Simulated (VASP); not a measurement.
# Ir (Fm-3m) in VASP: single point with PBEsol

Aim: the single point of Ir with PBEsol.

All numbers are computed with VASP 6.6.1; they aren't measurements. Logs are shortened: lines on timing, memory, paths and dates and some standing lists are left out, and cuts for length are marked.

## (1) The cell of the first run

Symmetry: Fm-3m, No. 225, cubic system. The conventional cell has a = 3.635 Å, b = 3.635 Å, c = 3.635 Å, α = 90.00°, β = 90.00°, γ = 90.00°. Within 3.4 Å of Ir (site symmetry m-3m) lie 12 Ir at 2.57 Å.

## (2) Single point, PBEsol

Input file INCAR:

```
ALGO     = Fast           # electronic algorithm
EDIFF    = 1E-7           # SCF threshold, eV
ENCUT    = 520            # plane-wave cutoff, eV
GGA      = PS             # functional
ISIF     = 2              # what is computed and relaxed
ISMEAR   = 0              # smearing method
LASPH    = T              # aspherical terms in the spheres
LCHARG   = F              # write CHGCAR
LREAL    = F              # projectors in reciprocal space
LWAVE    = F              # write WAVECAR
NBANDS   = 10             # bands
NELM     = 100            # most SCF steps
PREC     = Accurate       # precision mode
SIGMA    = 0.1            # smearing width, eV
```

Input file KPOINTS:

```
k-points
0
Gamma
  48 48 48
```

Input file POSCAR:

```
Ir
1.0
    0.0000000000      1.8172712136      1.8172712136
    1.8172712136      0.0000000000      1.8172712136
    1.8172712136      1.8172712136      0.0000000000
Ir
1
Direct
    0.0000000000      0.0000000000      0.0000000000
```

Potentials or basis: VASP PAW PBE potentials, release 64 (Ir).

Started as:

```console
> cat potpaw_PBE.64/Ir/POTCAR > POTCAR
> mpirun -np 1 vasp_std > vasp.out
```

OUTCAR:

```text
EDIFF = 1E-7
   ENCUT = 520
   GGA = PS
   ISIF = 2
   ISMEAR = 0
   LASPH = T
   LREAL = F
   NELM = 100
   PREC = Accurate

 ion  position               nearest neighbor table
   1  0.000  0.000  0.000-

  LATTYP: Found a face centered cubic cell.
 ALAT       =     3.6345424272

  Lattice vectors:

 A1 = (   0.0000000000,   1.8172712136,   1.8172712136)
 A2 = (   1.8172712136,   0.0000000000,   1.8172712136)
 A3 = (   1.8172712136,   1.8172712136,   0.0000000000)

Analysis of symmetry for initial positions (statically):
=====================================================================
 Subroutine PRICEL returns:
 Original cell was already a primitive cell.

 Routine SETGRP: Setting up the symmetry group for a
 face centered cubic supercell.

 Subroutine GETGRP returns: Found 48 space group operations
 (whereof 48 operations were pure point group operations)
 out of a pool of 48 trial point group operations.

The static configuration has the point symmetry O_h .

Analysis of symmetry for dynamics (positions and initial velocities):
=====================================================================
 Subroutine PRICEL returns:
 Original cell was already a primitive cell.

 Routine SETGRP: Setting up the symmetry group for a
 face centered cubic supercell.

 Subroutine GETGRP returns: Found 48 space group operations
 (whereof 48 operations were pure point group operations)
 out of a pool of 48 trial point group operations.

The dynamic configuration has the point symmetry O_h .

 Subroutine INISYM returns: Found 48 space group operations
 (whereof 48 operations are pure point group operations),
 and found     1 'primitive' translations

----------------------------------------------------------------------------------------

                                     Primitive cell

  volume of cell :      12.0030

  direct lattice vectors                    reciprocal lattice vectors
     0.000000000  1.817271214  1.817271214    -0.275137798  0.275137798  0.275137798
     1.817271214  0.000000000  1.817271214     0.275137798 -0.275137798  0.275137798
     1.817271214  1.817271214  0.000000000     0.275137798  0.275137798 -0.275137798

  length of vectors
     2.570009597  2.570009597  2.570009597     0.476552645  0.476552645  0.476552645

  position of ions in fractional coordinates (direct lattice)
     0.000000000  0.000000000  0.000000000

  ion indices of the primitive-cell ions
   primitive index   ion index
[... 73 lines left out ...]
   EDIFF  = 0.1E-06   stopping-criterion for ELM
   LREAL  =      F    real-space projection
   EDIFFG = 0.1E-05   stopping-criterion for IOM
   NSW    =      0    number of steps for IOM
   IBRION =     -1    ionic relax: 0-MD 1-quasi-New 2-CG
   NFREE  =      0    steps in history (QN), initial steepest desc. (CG)
   ISIF   =      2    stress and relaxation
   ISYM   =      2    0-nonsym 1-usesym 2-fastsym
   POTIM  = 0.5000    time-step for ionic-motion
   TEBEG  =    0.0;   TEEND  =   0.0 temperature during run
   PSTRESS=    0.0 pullay stress
   NELECT =       9.0000    total number of electrons
   NUPDOWN=      -1.0000    fix difference up-down
   EMIN   =  10.00;   EMAX   =-10.00  energy-range for DOS
   EFERMI =   0.00;   METHOD = LEGACY
   ISMEAR =     0;   SIGMA  =   0.10  broadening in eV -4-tet -1-fermi 0-gaus
   EFERMI_NEDOS =   21; number of points for ismear=-14 and -15
   IALGO  =     68    algorithm
   IMIX   =      4    mixing-type and parameters
     AMIX     =   0.40;   BMIX     =  1.00
     AMIX_MAG =   1.60;   BMIX_MAG =  1.00
  volume/ion in A,a.u.               =      12.00        81.00
  Fermi-wavevector in a.u.,A,eV,Ry     =   1.487279  2.810551 30.096091  2.212000
  Thomas-Fermi vector in A             =   2.600460
   LORBIT       =      0    0 simple, 1 ext, 2 COOP (PROOUT), +10 PAW based schemes
   GGA     = PS    functional components
   LHFCALC =     F    Hartree Fock is set to
   AEXX    =    0.0000 exact exchange contribution
   IVDW    =     0    specifies the selected vdW correction
   LEPSILON=     F    determine dielectric tensor
   LRPA    =     F    only Hartree local field effects (RPA)
 non-spin polarized calculation
 RMM-DIIS sequential band-by-band and
 Gauss-broadening in eV      SIGMA  =   0.10
  energy-cutoff  :      520.00
  volume of cell :       12.00
 maximum number of plane-waves:       334
   NGX =  9   NGY =  9   NGZ =  9

 number of electron       9.0000001 magnetization

 Free energy of the ion-electron system (eV)
  ---------------------------------------------------
  ext. energy  EPLUGINS =         0.00000000
  ---------------------------------------------------
  free energy    TOTEN  =        -9.30505955 eV

  energy without entropy =       -9.30175154  energy(sigma->0) =       -9.30340554

 E-fermi :  13.3433     XC(G=0): -15.0819

 val. band max:       13.3421868530   @ k =   0.2917   0.2500   0.0000
 cond. band min:      13.3446576018   @ k =   0.5000   0.3333   0.1250
 fundamental gap:      0.0024707489
 Fermi energy:        13.3432979842

 k-point     1 :       0.0000    0.0000    0.0000
  band No.  band energies     occupation
      1       0.2936      2.00000
      2       8.3419      2.00000
      3       8.3419      2.00000
      4       8.3419      2.00000
      5      11.8558      2.00000
      6      11.8558      2.00000
      7      27.2045      0.00000
      8      33.8107      0.00000
      9      33.8107      0.00000
     10      33.8107      0.00000
[... 287 lines left out ...]
 k-point    24 :       0.4792    0.0000    0.0000
  band No.  band energies     occupation
      1       3.2963      2.00000
      2       8.1906      2.00000
      3       8.1906      2.00000
      4      12.0840      2.00000
      5      14.5634      0.00000
      6      14.5634      0.00000
      7      22.5633      0.00000
      8      26.8283      0.00000
      9      34.5935      0.00000
     10      34.5935      0.00000

 [... further k-points ...]
[... 5 lines left out ...]
  --------------------------------------------------------------------------------------
  -------------------------------------------------------------------------------------
  Total        6.9778892      6.9778892      6.9778892      0.0000000      0.0000000     -0.0000000
  in kB      931.4196847    931.4196847    931.4196847      0.0000000      0.0000000     -0.0000000
  external PRESSURE =     931.4196847 kB  Pullay stress =       0.0000000 kB

 VOLUME and BASIS-vectors are now :
 -----------------------------------------------------------------------------
  energy-cutoff  :      520.00
  volume of cell :       12.00
      direct lattice vectors                 reciprocal lattice vectors
     0.000000000  1.817271214  1.817271214    -0.275137798  0.275137798  0.275137798
     1.817271214  0.000000000  1.817271214     0.275137798 -0.275137798  0.275137798
     1.817271214  1.817271214  0.000000000     0.275137798  0.275137798 -0.275137798

 POSITION                                       TOTAL-FORCE (eV/Angst)
 -----------------------------------------------------------------------------------
      0.00000      0.00000      0.00000         0.000000      0.000000      0.000000
 -----------------------------------------------------------------------------------
    total drift:                                0.000000      0.000000     -0.000000

  FREE ENERGIE OF THE ION-ELECTRON SYSTEM (eV)
  ---------------------------------------------------
  free  energy   TOTEN  =        -9.3050595495 eV

  energy  without entropy=       -9.3017515384  energy(sigma->0) =       -9.30340554
```

OSZICAR:

```text
N       E                     dE             d eps       ncg     rms          rms(c)
DAV:   1     0.495820846284E+02    0.49582E+02   -0.45046E+03 55820   0.843E+02
DAV:   2    -0.900809232428E+01   -0.58590E+02   -0.55881E+02 57012   0.207E+02
DAV:   3    -0.984295052633E+01   -0.83486E+00   -0.83266E+00 64582   0.295E+01
[... 12 lines left out ...]
RMM:  16    -0.930506101238E+01    0.22128E-05   -0.10645E-06 63064   0.122E-02    0.385E-02
RMM:  17    -0.930506004613E+01    0.96625E-06   -0.70930E-07 62266   0.915E-03    0.211E-02
RMM:  18    -0.930505968330E+01    0.36283E-06   -0.28602E-07 54731   0.514E-03    0.131E-02
RMM:  19    -0.930505957517E+01    0.10813E-06   -0.85058E-08 33156   0.254E-03    0.872E-03
RMM:  20    -0.930505954949E+01    0.25678E-07   -0.33748E-08 31536   0.173E-03
   1 F= -.93050595E+01 E0= -.93034055E+01  d E =-.330801E-02
```

Run time: 4.4 min. Hardware: 1 thread of Intel Xeon Platinum 8488C (Sapphire Rapids), shared host; peak memory 0.46 GiB.

Results:

```
Free energy : -9.3051 eV
Pressure    : 93.1 GPa
```

Levels at points of the mesh, in eV from the Fermi level:
```
           k point  band 1  band 2  band 3  band 4  band 5  band 6  band 7  band 8  band 9
(0.00, 0.00, 0.00)  -13.05   -5.00   -5.00   -5.00   -1.49   -1.49   13.86   20.47   20.47
(0.50, 0.00, 0.00)  -10.05   -5.16   -5.16   -1.18    1.25    1.25    9.13   13.44   21.19
(0.50, 0.50, 0.00)  -10.06   -9.38    1.24    1.75    2.02    2.02   12.50   12.50   13.00
```

Caveat: the PAW data sets were made with another functional, which shifts forces and pressure a little; spin-orbit coupling is left out, which moves the levels of the heavy elements.
